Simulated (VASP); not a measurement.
# Si16Ge (a cell with a defect) in VASP: further runs

The runs below take Si16Ge (a cell with a defect) through single point, with LDA.

Program: VASP 6.6.1. These are calculated values, not measurements. Logs are shortened: lines on timing, memory, paths and dates and some standing lists are left out, and cuts for length are marked.

### 1 The cell of the first run

The cell holds a defect, 17 atoms: a = 7.679 Å, b = 7.679 Å, c = 7.679 Å, α = 60.00°, β = 60.00°, γ = 60.00°.

### 2 Single point, LDA

Input file INCAR:

```
  ALGO = Normal
  EDIFF = 1E-7
  ENCUT = 520
  ISIF = 2
  ISMEAR = -1
  LASPH = True
  LCHARG = True
  LELF = True
  LREAL = Auto
  LVHAR = True
  LWAVE = False
  NBANDS = 53
  NELM = 80
  PREC = Accurate
  SIGMA = 0.05
```

Input file KPOINTS:

```
k-points
0
Gamma
  2 2 2
```

Input file POSCAR:

```
Si16Ge
1.0
    0.0000000000      5.4300000000      5.4300000000
    5.4300000000      0.0000000000      5.4300000000
    5.4300000000      5.4300000000      0.0000000000
Si Ge
16 1
Direct
    0.0142916206      0.0140118785     -0.0421802026
    0.1163380295      0.1160779926      0.1196728361
   -0.0011969613     -0.0013345304      0.4907623389
    0.1388795580      0.1386519337      0.5839707182
   -0.0268013812      0.5084313996      0.0104732044
    0.1163318600      0.6480755064      0.1198473297
   -0.0013643646      0.5118912523      0.4909161142
    0.1129369245      0.6277008287      0.6317663904
    0.5087883978     -0.0271047882      0.0103926335
    0.6483675875      0.1160441989      0.1198607735
    0.5120854512     -0.0014988950      0.4908644567
    0.6278723757      0.1127134438      0.6317524862
    0.5085213628      0.5082278085      0.0104440147
    0.6093070902      0.6090577348      0.1726383978
    0.4861857274      0.4859282689      0.5419389503
    0.6277254144      0.6276377532      0.6318808471
    0.3505556169      0.3500976059      0.9492226519
```

Potentials or basis: VASP PAW LDA potentials, release 64 (Si, Ge_d).

Run with:

```sh
$ cat potpaw_LDA.64/Si/POTCAR potpaw_LDA.64/Ge_d/POTCAR > POTCAR
$ mpirun -np 1 vasp_std > vasp.out
```

OUTCAR:

```text
EDIFF = 1E-7
   ENCUT = 520
   ISIF = 2
   ISMEAR = -1
   LASPH = True
   LREAL = Auto
   NELM = 80
   PREC = Accurate

 ion  position               nearest neighbor table
   1  0.014  0.014  0.958-  10 2.31   6 2.31   2 2.31   4 2.34
   2  0.116  0.116  0.120-   1 2.31   3 2.33   5 2.46   9 2.46  17 2.59
   3  0.999  0.999  0.491-   2 2.33  12 2.33   8 2.33   4 2.35
   4  0.139  0.139  0.584-   1 2.34  11 2.35   7 2.35   3 2.35
   5  0.973  0.508  0.010-  14 2.30   8 2.38  17 2.40   6 2.46   2 2.46
   6  0.116  0.648  0.120-   1 2.31   7 2.33   5 2.46  13 2.46  17 2.59
   7  0.999  0.512  0.491-   6 2.33  16 2.33   8 2.33   4 2.35
   8  0.113  0.628  0.632-   7 2.33   3 2.33  15 2.35   5 2.38  17 3.03
   9  0.509  0.973  0.010-  14 2.30  12 2.38  17 2.40  10 2.46   2 2.46
  10  0.648  0.116  0.120-   1 2.31  11 2.33  13 2.46   9 2.46  17 2.59
  11  0.512  0.999  0.491-  10 2.33  16 2.33  12 2.33   4 2.35
  12  0.628  0.113  0.632-  11 2.33   3 2.33  15 2.35   9 2.38  17 3.03
  13  0.509  0.508  0.010-  14 2.30  16 2.38  17 2.40  10 2.46   6 2.46
  14  0.609  0.609  0.173-  13 2.30   9 2.30   5 2.30  15 2.32
  15  0.486  0.486  0.542-  14 2.32  16 2.35  12 2.35   8 2.35  17 2.55
  16  0.628  0.628  0.632-  11 2.33   7 2.33  15 2.35  13 2.38  17 3.03
  17  0.351  0.350  0.949-   9 2.40  13 2.40   5 2.40  15 2.55   2 2.59  10 2.59   6 2.59  16 3.03
                            12 3.03   8 3.03

  LATTYP: Found a face centered cubic cell.
 ALAT       =    10.8600000000

  Lattice vectors:

 A1 = (   0.0000000000,   5.4300000000,   5.4300000000)
 A2 = (   5.4300000000,   0.0000000000,   5.4300000000)
 A3 = (   5.4300000000,   5.4300000000,   0.0000000000)

Analysis of symmetry for initial positions (statically):
=====================================================================
 Subroutine PRICEL returns:
 Original cell was already a primitive cell.

 Routine SETGRP: Setting up the symmetry group for a
 face centered cubic supercell.

 Subroutine GETGRP returns: Found  1 space group operations
 (whereof  1 operations were pure point group operations)
 out of a pool of 48 trial point group operations.

The static configuration has the point symmetry C_1 .

Analysis of symmetry for dynamics (positions and initial velocities):
=====================================================================
 Subroutine PRICEL returns:
 Original cell was already a primitive cell.

 Routine SETGRP: Setting up the symmetry group for a
 face centered cubic supercell.

 Subroutine GETGRP returns: Found  1 space group operations
 (whereof  1 operations were pure point group operations)
 out of a pool of 48 trial point group operations.

The dynamic configuration has the point symmetry C_1 .

 Subroutine INISYM returns: Found  1 space group operations
 (whereof  1 operations are pure point group operations),
 and found     1 'primitive' translations

----------------------------------------------------------------------------------------

                                     Primitive cell

  volume of cell :     320.2060

  direct lattice vectors                    reciprocal lattice vectors
     0.000000000  5.430000000  5.430000000    -0.092081031  0.092081031  0.092081031
     5.430000000  0.000000000  5.430000000     0.092081031 -0.092081031  0.092081031
     5.430000000  5.430000000  0.000000000     0.092081031  0.092081031 -0.092081031

  length of vectors
     7.679179644  7.679179644  7.679179644     0.159489025  0.159489025  0.159489025

  position of ions in fractional coordinates (direct lattice)
     0.014291621  0.014011878  0.957819797
     0.116338029  0.116077993  0.119672836
     0.998803039  0.998665470  0.490762339
     0.138879558  0.138651934  0.583970718
     0.973198619  0.508431400  0.010473204
     0.116331860  0.648075506  0.119847330
[... 9 lines left out ...]
     0.627725414  0.627637753  0.631880847
     0.350555617  0.350097606  0.949222652

  ion indices of the primitive-cell ions
   primitive index   ion index
                 1           1
                 2           2
                 3           3
                 4           4
                 5           5
                 6           6
[... 9 lines left out ...]
                16          16
                17          17

----------------------------------------------------------------------------------------

 KPOINTS: k-points

Automatic generation of k-mesh.
 Grid dimensions read from file:
 generate k-points for:    2    2    2

 Generating k-lattice:

  Cartesian coordinates                     Fractional coordinates (reciprocal lattice)
    -0.046040516  0.046040516  0.046040516     0.500000000  0.000000000  0.000000000
     0.046040516 -0.046040516  0.046040516     0.000000000  0.500000000  0.000000000
     0.046040516  0.046040516 -0.046040516     0.000000000  0.000000000  0.500000000

  Length of vectors
     0.079744512  0.079744512  0.079744512

  Shift w.r.t. Gamma in fractional coordinates (k-lattice)
     0.000000000  0.000000000  0.000000000

 Subroutine IBZKPT returns following result:
 ===========================================

 Found      8 irreducible k-points:

 Following reciprocal coordinates:
            Coordinates               Weight
  0.000000  0.000000  0.000000      1.000000
  0.500000  0.000000  0.000000      1.000000
  0.000000  0.500000  0.000000      1.000000
  0.000000  0.000000  0.500000      1.000000
  0.500000  0.500000  0.500000      1.000000
  0.500000  0.500000  0.000000      1.000000
  0.000000  0.500000  0.500000      1.000000
  0.500000  0.000000  0.500000      1.000000
   k-points           NKPTS =      8   k-points in BZ     NKDIM =      8   number of bands    NBANDS=     53
   number of dos      NEDOS =    301   number of ions     NIONS =     17
   total plane-waves  NPLWV = 216000
   dimension x,y,z NGX =    60 NGY =   60 NGZ =   60
   dimension x,y,z NGXF=   120 NGYF=  120 NGZF=  120
   ions per type =              16   1
   NGX,Y,Z   is equivalent  to a cutoff of  12.99, 12.99, 12.99 a.u.
   NGXF,Y,Z  is equivalent  to a cutoff of  25.98, 25.98, 25.98 a.u.
 SYSTEM =  unknown system
   PREC   = accura    normal or accurate (medium, high low for compatibility)
   ISTART =      0    job   : 0-new  1-cont  2-samecut
   ICHARG =      2    charge: 1-file 2-atom 10-const
   ISPIN  =      1    spin polarized calculation?
   LNONCOLLINEAR =      F non collinear calculations
   LSORBIT =      F    spin-orbit coupling
   LASPH  =      T    aspherical Exc in radial PAW
   ENCUT  =  520.0 eV  38.22 Ry    6.18 a.u.  14.28 14.28 14.28*2*pi/ulx,y,z
   NELM   =     80;   NELMIN=  2; NELMDL= -5     # of ELM steps
   EDIFF  = 0.1E-06   stopping-criterion for ELM
   LREAL  =      T    real-space projection
   EDIFFG = 0.1E-05   stopping-criterion for IOM
   NSW    =      0    number of steps for IOM
   IBRION =     -1    ionic relax: 0-MD 1-quasi-New 2-CG
   NFREE  =      0    steps in history (QN), initial steepest desc. (CG)
   ISIF   =      2    stress and relaxation
   ISYM   =      2    0-nonsym 1-usesym 2-fastsym
   POTIM  = 0.5000    time-step for ionic-motion
   TEBEG  =    0.0;   TEEND  =   0.0 temperature during run
   PSTRESS=    0.0 pullay stress
   NELECT =      78.0000    total number of electrons
   NUPDOWN=      -1.0000    fix difference up-down
   EMIN   =  10.00;   EMAX   =-10.00  energy-range for DOS
   EFERMI =   0.00;   METHOD = LEGACY
   ISMEAR =    -1;   SIGMA  =   0.05  broadening in eV -4-tet -1-fermi 0-gaus
   EFERMI_NEDOS =   21; number of points for ismear=-14 and -15
   IALGO  =     38    algorithm
   IMIX   =      4    mixing-type and parameters
     AMIX     =   0.40;   BMIX     =  1.00
     AMIX_MAG =   1.60;   BMIX_MAG =  1.00
  volume/ion in A,a.u.               =      18.84       127.11
  Fermi-wavevector in a.u.,A,eV,Ry     =   1.022421  1.932096 14.222785  1.045345
  Thomas-Fermi vector in A             =   2.156100
   LORBIT       =      0    0 simple, 1 ext, 2 COOP (PROOUT), +10 PAW based schemes
   GGA     = CA    functional components
   LHFCALC =     F    Hartree Fock is set to
   AEXX    =    0.0000 exact exchange contribution
   IVDW    =     0    specifies the selected vdW correction
   LEPSILON=     F    determine dielectric tensor
   LRPA    =     F    only Hartree local field effects (RPA)
 non-spin polarized calculation
  energy-cutoff  :      520.00
  volume of cell :      320.21
 maximum number of plane-waves:      8646
 NGX is ok and might be reduce to    60
   NGX = 29   NGY = 29   NGZ = 29

 number of electron      77.9999997 magnetization

 Free energy of the ion-electron system (eV)
  ---------------------------------------------------
  ext. energy  EPLUGINS =         0.00000000
  ---------------------------------------------------
  free energy    TOTEN  =       -96.30666565 eV

  energy without entropy =      -96.25805780  energy(sigma->0) =      -96.28236172

 E-fermi :   6.7558     XC(G=0):  -9.9421

 val. band max:        6.6283255917   @ k =   0.0000   0.0000   0.0000
 cond. band min:       6.8033614419   @ k =   0.0000   0.5000   0.5000
 fundamental gap:      0.1750358502
 Fermi energy:         6.7557942608

 k-point     1 :       0.0000    0.0000    0.0000
  band No.  band energies     occupation
      1     -18.4140      2.00000
      2     -18.4139      2.00000
      3     -18.4058      2.00000
      4     -18.3886      2.00000
      5     -18.3885      2.00000
      6      -6.5440      2.00000
[... 43 lines left out ...]
     50       8.1836      0.00000
     51       8.7798      0.00000

 k-point     2 :       0.5000    0.0000    0.0000
  band No.  band energies     occupation
      1     -18.4140      2.00000
      2     -18.4139      2.00000
      3     -18.4058      2.00000
      4     -18.3886      2.00000
      5     -18.3885      2.00000
      6      -6.1954      2.00000
[... 316 lines left out ...]
 k-point     8 :       0.5000    0.0000    0.5000
  band No.  band energies     occupation
      1     -18.4140      2.00000
      2     -18.4139      2.00000
      3     -18.4058      2.00000
      4     -18.3886      2.00000
      5     -18.3885      2.00000
      6      -6.0987      2.00000
[... 43 lines left out ...]
     50      10.2072      0.00000
     51      10.3722      0.00000
 [bands above 51 left out]

------------------------ aborting loop because EDIFF is reached ----------------------------------------

  FORCE on cell =-STRESS in cart. coord.  units (eV):
  Direction    XX          YY          ZZ          XY          YZ          ZX
  --------------------------------------------------------------------------------------
  -------------------------------------------------------------------------------------
  Total        4.8534777      4.8565418      4.8651350     -1.2215369      1.2206088      1.2343626
  in kB       24.2847777     24.3001093     24.3431060     -6.1120609      6.1074175      6.1762358
  external PRESSURE =      24.3093310 kB  Pullay stress =       0.0000000 kB

 VOLUME and BASIS-vectors are now :
 -----------------------------------------------------------------------------
  energy-cutoff  :      520.00
  volume of cell :      320.21
      direct lattice vectors                 reciprocal lattice vectors
     0.000000000  5.430000000  5.430000000    -0.092081031  0.092081031  0.092081031
     5.430000000  0.000000000  5.430000000     0.092081031 -0.092081031  0.092081031
     5.430000000  5.430000000  0.000000000     0.092081031  0.092081031 -0.092081031

 POSITION                                       TOTAL-FORCE (eV/Angst)
 -----------------------------------------------------------------------------------
      5.27705      5.27856      0.15369         0.071427      0.073149     -0.070438
      1.28013      1.28154      1.26202         0.044316      0.044839      0.011274
      8.08759      8.08834     10.84625         0.029635      0.033505     -0.003272
      3.92384      3.92508      1.50700         0.095442      0.090187     -0.099482
      2.81765      5.34134      8.04525         0.010579      0.032325     -0.015573
      4.16982      1.28245      4.15073        -0.011285      0.039927     -0.042276
[... 9 lines left out ...]
      6.83919      6.83966      6.81662        -0.003570      0.002179     -0.002472
      7.05531      7.05780      3.80455        -0.320263     -0.327561      0.320312
 -----------------------------------------------------------------------------------
    total drift:                                0.001401      0.003634     -0.004233

  FREE ENERGIE OF THE ION-ELECTRON SYSTEM (eV)
  ---------------------------------------------------
  free  energy   TOTEN  =       -96.3066656478 eV

  energy  without entropy=      -96.2580578005  energy(sigma->0) =      -96.28236172
```

Run time: 3.3 min. Hardware: 1 thread of AMD EPYC 9R45 (Zen 5), shared host; peak memory 0.37 GiB.

Results:

```yaml
Free_energy: -96.3067 eV
Pressure: 2.4 GPa
Largest_force: 0.559 eV/Å
Band_gap_on_the_k_mesh: zero (bands 39 and 40 overlap by 0.18 eV)
```

Forces in eV/Å, atoms in the order of the input:
```
Si   0.071  0.073 -0.070
Si   0.044  0.045  0.011
Si   0.030  0.034 -0.003
Si   0.095  0.090 -0.099
Si   0.011  0.032 -0.016
Si  -0.011  0.040 -0.042
Si   0.002  0.036 -0.028
Si   0.004  0.005  0.000
Si   0.034  0.013 -0.022
Si   0.038 -0.011 -0.039
Si   0.035  0.001 -0.031
Si   0.005  0.005  0.004
Si   0.020  0.017 -0.037
Si  -0.014 -0.011  0.017
Si  -0.041 -0.044  0.038
Si  -0.004  0.002 -0.002
Ge  -0.320 -0.328  0.320
```

Stress tensor (GPa, compression positive):
```
 2.43 -0.61  0.62
-0.61  2.43  0.61
 0.62  0.61  2.43
```

Caveat: the k points lie up to 0.50 Å⁻¹ apart.

### 3 Single point, LDA

Input file INCAR:

```
SYSTEM = Si16Ge
ALGO = Normal
EDIFF = 1E-7
ENCUT = 520
ISIF = 2
ISMEAR = -1
LASPH = .TRUE.
LCHARG = .FALSE.
LREAL = Auto
LWAVE = .FALSE.
NBANDS = 53
NELM = 60
PREC = Accurate
SIGMA = 0.05
```

Input file KPOINTS:

```
k-points
0
G
  2 2 2
  0 0 0
```

Input file POSCAR:

```
Si16Ge
1.0
    0.0000000000      5.4300000000      5.4300000000
    5.4300000000      0.0000000000      5.4300000000
    5.4300000000      5.4300000000      0.0000000000
Si Ge
16 1
Direct
    0.0156209945      0.0157162063     -0.0472134438
    0.1171659300      0.1167119705      0.1141000000
   -0.0027485267     -0.0029017495      0.4930744936
    0.1385046961      0.1385732044      0.5841593923
   -0.0209562615      0.5084240331      0.0041122468
    0.1173194291      0.6518783610      0.1141755985
   -0.0026727440      0.5124193370      0.4932171271
    0.1146204420      0.6261311234      0.6332302026
    0.5085962247     -0.0210529466      0.0040430018
    0.6517617864      0.1171932781      0.1140726519
    0.5123574586     -0.0026703499      0.4931093923
    0.6262411602      0.1145140884      0.6331170350
    0.5086566298      0.5084905157      0.0040290055
    0.6124694291      0.6123852670      0.1628861878
    0.4879465930      0.4878480663      0.5362116022
    0.6261895948      0.6261853591      0.6330205341
    0.2727633517      0.2731167587      1.1807712707
```

Potentials or basis: VASP PAW LDA potentials, release 64 (Si, Ge_d).

Run with:

```sh
$ cat potpaw_LDA.64/Si/POTCAR potpaw_LDA.64/Ge_d/POTCAR > POTCAR
$ mpirun -np 1 vasp_std > vasp.out
```

OUTCAR:

```text
SYSTEM = Si16Ge
   EDIFF = 1E-7
   ENCUT = 520
   ISIF = 2
   ISMEAR = -1
   LASPH = .TRUE.
   LREAL = Auto
   NELM = 60
   PREC = Accurate

 ion  position               nearest neighbor table
   1  0.016  0.016  0.953-   6 2.30   2 2.30  10 2.30   4 2.31
   2  0.117  0.117  0.114-   1 2.30   3 2.38  17 2.41   9 2.46   5 2.46
   3  0.997  0.997  0.493-   8 2.33  12 2.33   4 2.35   2 2.38  17 3.01
   4  0.139  0.139  0.584-   1 2.31   3 2.35  11 2.35   7 2.35  17 2.53
   5  0.979  0.508  0.004-  14 2.31   8 2.33   2 2.46   6 2.46  17 2.59
   6  0.117  0.652  0.114-   1 2.30   7 2.38  17 2.41  13 2.46   5 2.46
[... 656 lines left out ...]
  in kB       24.8627332     24.9233944     24.8222712     -5.1710849      5.1709537      5.2217210
  external PRESSURE =      24.8694663 kB  Pullay stress =       0.0000000 kB

 VOLUME and BASIS-vectors are now :
 -----------------------------------------------------------------------------
  energy-cutoff  :      520.00
  volume of cell :      320.21
      direct lattice vectors                 reciprocal lattice vectors
     0.000000000  5.430000000  5.430000000    -0.092081031  0.092081031  0.092081031
     5.430000000  0.000000000  5.430000000     0.092081031 -0.092081031  0.092081031
     5.430000000  5.430000000  0.000000000     0.092081031  0.092081031 -0.092081031

 POSITION                                       TOTAL-FORCE (eV/Angst)
 -----------------------------------------------------------------------------------
      5.25897      5.25845      0.17016         0.028283      0.027722     -0.029079
      1.25331      1.25577      1.26996        -0.010881     -0.014527      0.036803
      8.09164      8.09247     10.82932         0.009059      0.009029      0.011268
      3.92444      3.92407      1.50453         0.059297      0.060051     -0.053056
      2.78307      5.33854      8.07695        -0.043079      0.003779      0.046981
      4.15967      1.25702      4.17674        -0.038035     -0.011204      0.007354
[... 9 lines left out ...]
      6.83749      6.83751      6.80040        -0.033260     -0.033568      0.018997
      2.46461      2.46269      2.96413         0.291496      0.297576     -0.284133
 -----------------------------------------------------------------------------------
    total drift:                               -0.000656     -0.000591      0.000346

  FREE ENERGIE OF THE ION-ELECTRON SYSTEM (eV)
  ---------------------------------------------------
  free  energy   TOTEN  =       -96.3358557450 eV

  energy  without entropy=      -96.2891289305  energy(sigma->0) =      -96.31249234
```

It took 2.9 min on 1 thread of AMD EPYC 9R45 (Zen 5), shared host; peak memory 0.37 GiB.

Results:

| Property | Result |
| --- | --- |
| Free energy | -96.3359 eV |
| Pressure | 2.5 GPa |
| Largest force | 0.504 eV/Å |
| Band gap on the k mesh | zero (bands 39 and 40 overlap by 0.19 eV) |

Forces in eV/Å, atoms in the order of the input:
```
Si   0.028  0.028 -0.029
Si  -0.011 -0.015  0.037
Si   0.009  0.009  0.011
Si   0.059  0.060 -0.053
Si  -0.043  0.004  0.047
Si  -0.038 -0.011  0.007
Si  -0.011  0.003 -0.010
Si  -0.039 -0.018  0.033
Si   0.002 -0.044  0.046
Si  -0.008 -0.039  0.008
Si   0.003 -0.010 -0.009
Si  -0.018 -0.039  0.032
Si  -0.049 -0.049 -0.003
Si  -0.071 -0.071  0.067
Si  -0.073 -0.072  0.081
Si  -0.033 -0.034  0.019
Ge   0.291  0.298 -0.284
```

Stress tensor (GPa, compression positive):
```
 2.49 -0.52  0.52
-0.52  2.49  0.52
 0.52  0.52  2.48
```

Levels at points of the mesh, in eV from the Fermi level:
```csv
k point,band 35,band 36,band 37,band 38,band 39,band 40,band 41,band 42,band 43,band 44
"(0.00, 0.00, 0.00)",-1.53,-0.89,-0.62,-0.62,-0.42,-0.13,-0.13,0.06,0.07,0.50
"(0.50, 0.00, 0.00)",-1.43,-1.41,-1.39,-1.21,-0.18,0.25,0.77,0.79,0.87,1.24
"(0.00, 0.50, 0.00)",-1.43,-1.41,-1.39,-1.22,-0.18,0.25,0.77,0.79,0.87,1.24
"(0.00, 0.00, 0.50)",-1.36,-1.36,-1.33,-1.33,-0.31,0.42,0.43,1.08,1.08,1.12
"(0.50, 0.50, 0.50)",-1.43,-1.41,-1.39,-1.22,-0.18,0.25,0.77,0.79,0.87,1.24
"(0.50, 0.50, 0.00)",-2.02,-1.90,-1.76,-1.14,0.05,0.57,1.12,1.21,1.31,1.90
"(0.00, 0.50, 0.50)",-2.02,-1.89,-1.76,-1.14,0.05,0.57,1.12,1.21,1.31,1.90
"(0.50, 0.00, 0.50)",-2.02,-1.89,-1.77,-1.14,0.06,0.57,1.12,1.21,1.31,1.90
```

Caveat: the k points lie up to 0.50 Å⁻¹ apart.

[end of part 1 of 2]
